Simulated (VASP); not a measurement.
# TiAl (P-6m2) in VASP: a series of runs

TiAl is run at these levels: LDA, PBEsol, BLYP; tasks: single point.

Everything below comes from runs of VASP 6.6.1. Logs are shortened: lines on timing, memory, paths and dates and some standing lists are left out, and cuts for length are marked.

### Step 1. The cell of the first run

Symmetry: P-6m2, No. 187, hexagonal system. The conventional cell has a = 2.867 Å, b = 2.867 Å, c = 4.678 Å, α = 90.00°, β = 90.00°, γ = 120.00°. Ti (site symmetry -6m2) has 6 Al at 2.87 Å and 6 Ti at 2.87 Å within 3.8 Å. Al (site symmetry -6m2) has 6 Ti at 2.87 Å and 6 Al at 2.87 Å within 3.8 Å.

### Step 2. Single point, LDA

INCAR

```
ALGO     = Normal         # electronic algorithm
EDIFF    = 1E-6           # SCF threshold, eV
ENCUT    = 520            # plane-wave cutoff, eV
GGA      = CA             # functional
ISIF     = 2              # what is computed and relaxed
ISMEAR   = -1             # smearing method
LASPH    = T              # aspherical terms in the spheres
LCHARG   = F              # write CHGCAR
LREAL    = F              # projectors in reciprocal space
LWAVE    = F              # write WAVECAR
NBANDS   = 14             # bands
NELM     = 60             # most SCF steps
PREC     = Accurate       # precision mode
SIGMA    = 0.05           # smearing width, eV
```

KPOINTS

```
k-points
0
Gamma
  11 11 6
```

POSCAR

```
TiAl
1.0
    2.8672622300      0.0000000000      0.0000000000
   -1.4336311200      2.4831219300      0.0000000000
    0.0000000000      0.0000000000      4.6780830000
Ti Al
1 1
Direct
    0.0000000000      0.0000000000      0.0000000000
    0.3333333333      0.6666666667      0.5000000000
```

Potentials or basis: VASP PAW LDA potentials, release 64 (Ti_sv, Al).

Launch:

```
> cat potpaw_LDA.64/Ti_sv/POTCAR potpaw_LDA.64/Al/POTCAR > POTCAR
> mpirun -np 1 vasp_std > vasp.out
```

OUTCAR:

```text
EDIFF = 1E-6
   ENCUT = 520
   GGA = CA
   ISIF = 2
   ISMEAR = -1
   LASPH = T
   LREAL = F
   NELM = 60
   PREC = Accurate

 ion  position               nearest neighbor table
   1  0.000  0.000  0.000-   2 2.87   2 2.87   2 2.87   2 2.87   2 2.87   2 2.87
   2  0.333  0.667  0.500-   1 2.87   1 2.87   1 2.87   1 2.87   1 2.87   1 2.87

  LATTYP: Found a hexagonal cell.
 ALAT       =     2.8672622300
 C/A-ratio  =     1.6315504564

  Lattice vectors:

 A1 = (   2.8672622300,   0.0000000000,   0.0000000000)
 A2 = (  -1.4336311200,   2.4831219300,   0.0000000000)
 A3 = (   0.0000000000,   0.0000000000,   4.6780830000)

Analysis of symmetry for initial positions (statically):
=====================================================================
 Subroutine PRICEL returns:
 Original cell was already a primitive cell.

 Routine SETGRP: Setting up the symmetry group for a
 hexagonal supercell.

 Subroutine GETGRP returns: Found 12 space group operations
 (whereof 12 operations were pure point group operations)
 out of a pool of 24 trial point group operations.

The static configuration has the point symmetry D_3h.

Analysis of symmetry for dynamics (positions and initial velocities):
=====================================================================
 Subroutine PRICEL returns:
 Original cell was already a primitive cell.

 Routine SETGRP: Setting up the symmetry group for a
 hexagonal supercell.

 Subroutine GETGRP returns: Found 12 space group operations
 (whereof 12 operations were pure point group operations)
 out of a pool of 24 trial point group operations.

The dynamic configuration has the point symmetry D_3h.

 Subroutine INISYM returns: Found 12 space group operations
 (whereof 12 operations are pure point group operations),
 and found     1 'primitive' translations

----------------------------------------------------------------------------------------

                                     Primitive cell

  volume of cell :      33.3068

  direct lattice vectors                    reciprocal lattice vectors
     2.867262230  0.000000000  0.000000000     0.348764752  0.201359424  0.000000000
    -1.433631120  2.483121930  0.000000000     0.000000000  0.402718847  0.000000000
     0.000000000  0.000000000  4.678083000     0.000000000  0.000000000  0.213762774

  length of vectors
     2.867262230  2.867262232  4.678083000     0.402718847  0.402718847  0.213762774

  position of ions in fractional coordinates (direct lattice)
     0.000000000  0.000000000  0.000000000
     0.333333333  0.666666667  0.500000000

  ion indices of the primitive-cell ions
   primitive index   ion index
                 1           1
                 2           2

----------------------------------------------------------------------------------------

 KPOINTS: k-points

Automatic generation of k-mesh.
 Grid dimensions read from file:
 generate k-points for:   11   11    6

 Generating k-lattice:

  Cartesian coordinates                     Fractional coordinates (reciprocal lattice)
     0.031705887  0.018305402  0.000000000     0.090909091 -0.000000000  0.000000000
     0.000000000  0.036610804  0.000000000     0.000000000  0.090909091  0.000000000
     0.000000000  0.000000000  0.035627129     0.000000000  0.000000000  0.166666667

  Length of vectors
     0.036610804  0.036610804  0.035627129

  Shift w.r.t. Gamma in fractional coordinates (k-lattice)
     0.000000000  0.000000000  0.000000000

 Subroutine IBZKPT returns following result:
 ===========================================

 Found     64 irreducible k-points:

 Following reciprocal coordinates:
            Coordinates               Weight
  0.000000  0.000000  0.000000      1.000000
  0.090909  0.000000  0.000000      6.000000
  0.181818  0.000000  0.000000      6.000000
  0.272727  0.000000  0.000000      6.000000
  0.363636  0.000000  0.000000      6.000000
  0.454545  0.000000  0.000000      6.000000
[... 16 lines left out ...]
  0.090909  0.090909  0.166667     12.000000
  0.181818  0.090909  0.166667     24.000000
 [... further k-points ...]
   k-points           NKPTS =     64   k-points in BZ     NKDIM =     64   number of bands    NBANDS=     14
   number of dos      NEDOS =    301   number of ions     NIONS =      2
   total plane-waves  NPLWV =  20736
   dimension x,y,z NGX =    24 NGY =   24 NGZ =   36
   dimension x,y,z NGXF=    48 NGYF=   48 NGZF=   72
   ions per type =               1   1
   NGX,Y,Z   is equivalent  to a cutoff of  13.92, 13.92, 12.79 a.u.
   NGXF,Y,Z  is equivalent  to a cutoff of  27.83, 27.83, 25.59 a.u.
 SYSTEM =  unknown system
   PREC   = accura    normal or accurate (medium, high low for compatibility)
   ISTART =      0    job   : 0-new  1-cont  2-samecut
   ICHARG =      2    charge: 1-file 2-atom 10-const
   ISPIN  =      1    spin polarized calculation?
   LNONCOLLINEAR =      F non collinear calculations
   LSORBIT =      F    spin-orbit coupling
   LASPH  =      T    aspherical Exc in radial PAW
   ENCUT  =  520.0 eV  38.22 Ry    6.18 a.u.   5.33  5.33  8.70*2*pi/ulx,y,z
   NELM   =     60;   NELMIN=  2; NELMDL= -5     # of ELM steps
   EDIFF  = 0.1E-05   stopping-criterion for ELM
   LREAL  =      F    real-space projection
   EDIFFG = 0.1E-04   stopping-criterion for IOM
   NSW    =      0    number of steps for IOM
   IBRION =     -1    ionic relax: 0-MD 1-quasi-New 2-CG
   NFREE  =      0    steps in history (QN), initial steepest desc. (CG)
   ISIF   =      2    stress and relaxation
   ISYM   =      2    0-nonsym 1-usesym 2-fastsym
   POTIM  = 0.5000    time-step for ionic-motion
   TEBEG  =    0.0;   TEEND  =   0.0 temperature during run
   PSTRESS=    0.0 pullay stress
   NELECT =      15.0000    total number of electrons
   NUPDOWN=      -1.0000    fix difference up-down
   EMIN   =  10.00;   EMAX   =-10.00  energy-range for DOS
   EFERMI =   0.00;   METHOD = LEGACY
   ISMEAR =    -1;   SIGMA  =   0.05  broadening in eV -4-tet -1-fermi 0-gaus
   EFERMI_NEDOS =   21; number of points for ismear=-14 and -15
   IALGO  =     38    algorithm
   IMIX   =      4    mixing-type and parameters
     AMIX     =   0.40;   BMIX     =  1.00
     AMIX_MAG =   1.60;   BMIX_MAG =  1.00
  volume/ion in A,a.u.               =      16.65       112.38
  Fermi-wavevector in a.u.,A,eV,Ry     =   1.254857  2.371335 21.424622  1.574665
  Thomas-Fermi vector in A             =   2.388641
   LORBIT       =      0    0 simple, 1 ext, 2 COOP (PROOUT), +10 PAW based schemes
   GGA     = CA    functional components
   LHFCALC =     F    Hartree Fock is set to
   AEXX    =    0.0000 exact exchange contribution
   IVDW    =     0    specifies the selected vdW correction
   LEPSILON=     F    determine dielectric tensor
   LRPA    =     F    only Hartree local field effects (RPA)
 non-spin polarized calculation
  energy-cutoff  :      520.00
  volume of cell :       33.31
 maximum number of plane-waves:       917
 NGX is ok and might be reduce to    24
   NGX = 11   NGY = 11   NGZ = 17

 number of electron      15.0000001 magnetization

 Free energy of the ion-electron system (eV)
  ---------------------------------------------------
  ext. energy  EPLUGINS =         0.00000000
  ---------------------------------------------------
  free energy    TOTEN  =       -13.22029077 eV

  energy without entropy =      -13.19675520  energy(sigma->0) =      -13.20852299

 E-fermi :   7.6227     XC(G=0): -11.1531

 val. band max:        7.6033568334   @ k =   0.4545   0.0000   0.3333
 cond. band min:       7.6234046587   @ k =   0.1818   0.0000   0.5000
 fundamental gap:      0.0200478253
 Fermi energy:         7.6227125878

 k-point     1 :       0.0000    0.0000    0.0000
  band No.  band energies     occupation
      1     -48.1977      2.00000
      2     -24.8998      2.00000
      3     -24.4767      2.00000
      4     -24.4767      2.00000
      5      -1.2387      2.00000
      6       5.3507      2.00000
      7       5.8793      2.00000
      8       8.8736      0.00000
      9       8.8736      0.00000
     10      10.3449      0.00000
     11      10.3449      0.00000
     12      11.5084      0.00000
     13      20.4648      0.00000
     14      20.4648      0.00000

 k-point     2 :       0.0909    0.0000    0.0000
  band No.  band energies     occupation
      1     -48.1898      2.00000
      2     -24.8922      2.00000
      3     -24.5252      2.00000
      4     -24.4877      2.00000
      5      -1.0339      2.00000
      6       5.5735      2.00000
      7       5.8993      2.00000
      8       8.6837      0.00000
      9       9.0409      0.00000
     10      10.2888      0.00000
     11      10.3954      0.00000
     12      11.5556      0.00000
     13      17.9942      0.00000
     14      19.0791      0.00000

 k-point     3 :       0.1818    0.0000    0.0000
  band No.  band energies     occupation
      1     -48.1686      2.00000
      2     -24.8715      2.00000
      3     -24.6541      2.00000
      4     -24.5170      2.00000
      5      -0.4283      2.00000
      6       5.9506      2.00000
      7       6.1518      2.00000
      8       8.2432      0.00001
      9       9.5155      0.00000
     10      10.1414      0.00000
     11      10.5649      0.00000
     12      11.6683      0.00000
     13      15.0760      0.00000
     14      17.7279      0.00000

 k-point     4 :       0.2727    0.0000    0.0000
  band No.  band energies     occupation
      1     -48.1406      2.00000
      2     -24.8444      2.00000
      3     -24.8202      2.00000
      4     -24.5551      2.00000
      5       0.5539      2.00000
      6       6.0127      2.00000
      7       6.6585      2.00000
      8       7.8743      0.01297
      9       9.9550      0.00000
     10      10.2096      0.00000
     11      10.8853      0.00000
     12      11.6564      0.00000
     13      12.8781      0.00000
     14      16.6668      0.00000

 k-point     5 :       0.3636    0.0000    0.0000
  band No.  band energies     occupation
      1     -48.1148      2.00000
      2     -24.9701      2.00000
      3     -24.8193      2.00000
      4     -24.5899      2.00000
      5       1.8729      2.00000
      6       6.0649      2.00000
      7       6.4804      2.00000
      8       7.3478      1.99185
      9       9.7896      0.00000
     10      10.9556      0.00000
     11      11.3082      0.00000
[... 276 lines left out ...]
 k-point    22 :       0.4545    0.0000    0.1667
  band No.  band energies     occupation
      1     -48.0994      2.00000
      2     -25.0580      2.00000
      3     -24.8050      2.00000
      4     -24.6105      2.00000
      5       3.5135      2.00000
      6       5.1190      2.00000
      7       6.4619      2.00000
      8       6.8414      2.00000
      9       9.6425      0.00000
     10      10.2046      0.00000
     11      11.4804      0.00000
     12      11.9719      0.00000
     13      13.4673      0.00000
     14      15.7365      0.00000

 k-point    23 :       0.0909    0.0909    0.1667
  band No.  band energies     occupation
      1     -48.1752      2.00000
      2     -24.8790      2.00000
      3     -24.6109      2.00000
      4     -24.5108      2.00000
      5      -0.4721      2.00000
      6       4.7753      2.00000
      7       6.8477      2.00000
      8       8.3611      0.00000
      9       9.3806      0.00000
     10      10.1059      0.00000
     11      10.1287      0.00000
     12      12.5724      0.00000
     13      16.5425      0.00000
     14      16.8836      0.00000

 k-point    24 :       0.1818    0.0909    0.1667
  band No.  band energies     occupation
      1     -48.1506      2.00000
      2     -24.8550      2.00000
      3     -24.7508      2.00000
      4     -24.5520      2.00000
      5       0.3054      2.00000
      6       5.2999      2.00000
      7       7.0874      1.99996
      8       7.9116      0.00618
      9       9.8329      0.00000
     10       9.9832      0.00000
     11      10.0863      0.00000
     12      12.8133      0.00000
     13      14.2208      0.00000
     14      15.6702      0.00000

 [... further k-points ...]
[... 5 lines left out ...]
  --------------------------------------------------------------------------------------
  -------------------------------------------------------------------------------------
  Total       -1.1631727     -1.1631727     -1.4186526      0.0000000     -0.0000000      0.0000000
  in kB      -55.9527475    -55.9527475    -68.2422397      0.0000001     -0.0000000      0.0000000
  external PRESSURE =     -60.0492449 kB  Pullay stress =       0.0000000 kB

 VOLUME and BASIS-vectors are now :
 -----------------------------------------------------------------------------
  energy-cutoff  :      520.00
  volume of cell :       33.31
      direct lattice vectors                 reciprocal lattice vectors
     2.867262230  0.000000000  0.000000000     0.348764752  0.201359424  0.000000000
    -1.433631120  2.483121930  0.000000000     0.000000000  0.402718847  0.000000000
     0.000000000  0.000000000  4.678083000     0.000000000  0.000000000  0.213762774

 POSITION                                       TOTAL-FORCE (eV/Angst)
 -----------------------------------------------------------------------------------
      0.00000      0.00000      0.00000         0.000000     -0.000000      0.000000
     -0.00000      1.65541      2.33904        -0.000000      0.000000      0.000000
 -----------------------------------------------------------------------------------
    total drift:                                0.000000     -0.000000      0.000000

  FREE ENERGIE OF THE ION-ELECTRON SYSTEM (eV)
  ---------------------------------------------------
  free  energy   TOTEN  =       -13.2202907665 eV

  energy  without entropy=      -13.1967552038  energy(sigma->0) =      -13.20852299
```

Wall time 21 s (1 thread of Intel Xeon Platinum 8488C (Sapphire Rapids), shared host); peak memory 0.15 GiB.

Results:

- Free energy: -13.2203 eV
- Pressure: -6.0 GPa

(Part 1 of 2 ends here.)
